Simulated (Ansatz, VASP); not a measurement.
# Pt: VASP beside Ansatz

File INCAR:

```
PREC = Accurate
ENCUT = 600
EDIFF = 1E-7
ISMEAR = -1
SIGMA = 0.05
LREAL = F
LASPH = T
NELM = 60
ALGO = Normal
ISIF = 3
LWAVE = F
LCHARG = F
GGA = PS
IVDW = 12
IBRION = 2
NSW = 60
EDIFFG = -0.01
```

KPOINTS

```
Automatic mesh
0
Gamma
  12 12 12
```

The input POSCAR:

```
Pt
1.0
   -1.5842200000      1.5842200000      1.5842200000
    1.5842200000     -1.5842200000      1.5842200000
    1.5842200000      1.5842200000     -1.5842200000
Pt
1
Direct
    0.0000000000      0.0000000000      0.0000000000
```

File input.yaml:

```yaml
crystal:
  lattice:
    - [-1.58422, 1.58422, 1.58422]
    - [1.58422, -1.58422, 1.58422]
    - [1.58422, 1.58422, -1.58422]
  atoms:
    - { symbol: Pt, position: [0.0, 0.0, 0.0] }
hamiltonian:
  xc: pbesol
  pseudopotentials: { kind: paw }
  dispersion: d3bj
kpoints:
  mp_grid: { grid: [12, 12, 12] }
scf:
  occupations: { method: fermi_dirac, width: 0.05 }
output:
  forces: true
  stress: true
  eigenvalues: true
relax:
  f_tol: 0.01
  max_steps: 40
  cell: { stress_tol: 0.05 }
```

Alike in both runs: task relaxation of cell and atoms; functional PBEsol; dispersion D3(BJ); k mesh 12 × 12 × 12; occupations fermi-dirac, width 0.05 eV; no spin polarisation.

```csv
,VASP,Ansatz
version,VASP 6.6.1,Ansatz 0.2.0
potentials or method,"VASP PAW PBE potentials, release 64 (Pt)",Ansatz PAW
plane-wave cutoff (eV),600,420
valence electrons in the cell,10,18
```

Ansatz gave:

- gap on the k mesh at the Fermi level, each at its own relaxed structure (eV): none
- relaxed volume (Å³/atom): 14.77
- relaxed cell length with the largest relative difference (Å): 2.677

Task: Which values does VASP return?

Result: gap on the k mesh at the Fermi level, each at its own relaxed structure (eV): none; relaxed volume (Å³/atom): 14.76; relaxed cell length with the largest relative difference (Å): 2.677.

VASP's potentials were made for PBE, not for PBEsol. A gap of «none» marks a metal or a gap that the smearing closes. VASP's potentials hold 10 valence electrons a cell and Ansatz's 18, so a difference there can come from the potentials and not from the codes.

Neither program's run includes spin-orbit coupling. Noted on Ansatz's run: the plane-wave basis is chosen anew once the cell has moved, so the energies of steps on either side of that aren't comparable.
